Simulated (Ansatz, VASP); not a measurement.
SiGe: VASP beside Ansatz

INCAR

```
SYSTEM = SiGe
PREC = Accurate
ENCUT = 500
EDIFF = 1E-6
ISMEAR = 0
SIGMA = 0.01
LREAL = .FALSE.
LASPH = .TRUE.
NELM = 120
ALGO = Normal
ISIF = 2
LWAVE = .FALSE.
LCHARG = .FALSE.
GGA = PS
NBANDS = 26
GGA_COMPAT = .FALSE.
```

The input KPOINTS:

```
Automatic mesh
0
G
  9 9 6
  0 0 0
```

Contents of POSCAR:

```
SiGe
1.0
    3.8420878787      0.0000000000      0.0000000000
   -1.9210439394      3.3273457065      0.0000000000
    0.0000000000      0.0000000000      6.4743119853
Si Ge
2 2
Direct
    0.3333333333      0.6666666667      0.0013359029
    0.6666666667      0.3333333333      0.5013359029
    0.3333333333      0.6666666667      0.3726640971
    0.6666666667      0.3333333333      0.8726640971
```

Input for Ansatz:

```yaml
crystal:
  lattice:
    - [3.8420878761, 0.0, 0.0]
    - [-1.9210439381, 3.3273457043, 0.0]
    - [0.0, 0.0, 6.4743119872]
  atoms:
    - { symbol: Si, position: [0.3333333333, 0.6666666667, 0.001335903] }
    - { symbol: Si, position: [0.6666666667, 0.3333333333, 0.501335903] }
    - { symbol: Ge, position: [0.3333333333, 0.6666666667, 0.372664097] }
    - { symbol: Ge, position: [0.6666666667, 0.3333333333, 0.872664097] }
basis:
  ecutwfc: 420
kpoints:
  mp_grid: { grid: [9, 9, 6] }
  band_path:
    path:
      - [0.0, 0.0, 0.0]
      - [0.0, 0.0, 0.0]
      - [0.0, 0.0, 0.0]
      - [0.0, 0.0, 0.0]
      - [0.0, 0.0, 0.0]
      - [0.0, 0.0, 0.0]
      - [0.0, 0.0, 0.0]
      - [0.0, 0.0, 0.0]
      - [0.0, 0.0, 0.0]
      - [0.0, 0.0, 0.0]
      - [0.0, 0.0, 0.0]
      - [0.0, 0.0, 0.0]
      - [0.0, 0.0, 0.0]
      - [0.0, 0.0, 0.0]
      - [0.0, 0.0, 0.0]
      - [0.0, 0.0, 0.0]
      - [0.0, 0.0, 0.0]
      - [0.0, 0.0, 0.0]
      - [0.0, 0.0, 0.0]
      - [0.0, 0.0, 0.0]
      - [0.0, 0.0, 0.0]
      - [0.0, 0.0, 0.0]
      - [0.0, 0.0, 0.0]
      - [0.0, 0.0, 0.0]
      - [0.0, 0.0, 0.0]
      - [0.0, 0.0, 0.0]
      - [0.3, 0.0, 0.0]
      - [0.3166666667, 0.0, 0.0]
      - [0.3333333333, 0.0, 0.0]
      - [0.35, 0.0, 0.0]
      - [0.3666666667, 0.0, 0.0]
      - [0.3833333333, 0.0, 0.0]
      - [0.4, 0.0, 0.0]
      - [0.4166666667, 0.0, 0.0]
      - [0.4333333333, 0.0, 0.0]
      - [0.45, 0.0, 0.0]
      - [0.4666666667, 0.0, 0.0]
      - [0.4833333333, 0.0, 0.0]
      - [0.5, 0.0, 0.0]
      - [0.5, 0.0, 0.0]
      - [0.5, 0.0, 0.0416666667]
      - [0.5, 0.0, 0.0833333333]
      - [0.5, 0.0, 0.125]
      - [0.5, 0.0, 0.1666666667]
      - [0.5, 0.0, 0.2083333333]
      - [0.5, 0.0, 0.25]
      - [0.5, 0.0, 0.2916666667]
      - [0.5, 0.0, 0.3333333333]
      - [0.5, 0.0, 0.375]
      - [0.5, 0.0, 0.4166666667]
      - [0.5, 0.0, 0.4583333333]
      - [0.5, 0.0, 0.5]
      - [0.3333333333, 0.3333333333, 0.0]
      - [0.3333333333, 0.3333333333, 0.0]
      - [0.3333333333, 0.3333333333, 0.0]
      - [0.3333333333, 0.3333333333, 0.0]
      - [0.3333333333, 0.3333333333, 0.0]
      - [0.3333333333, 0.3333333333, 0.0]
      - [0.3333333333, 0.3333333333, 0.0]
      - [0.3333333333, 0.3333333333, 0.0]
      - [0.3333333333, 0.3333333333, 0.0]
      - [0.3333333333, 0.3333333333, 0.0]
      - [0.3333333333, 0.3333333333, 0.0]
      - [0.3333333333, 0.3333333333, 0.0]
      - [0.3333333333, 0.3333333333, 0.0]
      - [0.0, 0.0, 0.5]
      - [0.0, 0.0, 0.5]
      - [0.0, 0.0, 0.5]
      - [0.0, 0.0, 0.5]
      - [0.0, 0.0, 0.5]
      - [0.0, 0.0, 0.5]
      - [0.0, 0.0, 0.5]
      - [0.0, 0.0, 0.5]
      - [0.0, 0.0, 0.5]
      - [0.0, 0.0, 0.5]
      - [0.0, 0.0, 0.5]
      - [0.0, 0.0, 0.5]
      - [0.0, 0.0, 0.5]
    npoints: 1
hamiltonian:
  xc: pbesol
  pseudopotentials: { kind: paw, azcp: { folder: soft_1 } }
scf:
  occupations: { method: fixed }
  n_extra_bands: 6
output:
  eigenvalues: true
```

Alike in both runs: task single point; functional PBEsol; k mesh 9 × 9 × 6; no spin polarisation.

|  | VASP | Ansatz |
| --- | --- | --- |
| version | VASP 6.6.1 | Ansatz 0.2.0 |
| potentials or method | VASP PAW PBE potentials, release 64 (Si, Ge_d), cutoff 500 eV | scalar-relativistic, plane waves, PAW |
| occupations | gaussian, width 0.01 eV | fixed |
| valence electrons in the cell | 36 | 36 |

|  | VASP | Ansatz | Ansatz less VASP |
| --- | --- | --- | --- |
| gap on the k mesh at the Fermi level (eV) | 0.31 | 0.31 | -0.001 |
| least direct gap on the mesh (eV) | 0.67 | 0.67 | -0.005 |

VASP's potentials were made for PBE, not for PBEsol, and Ansatz warns of the same on its side.
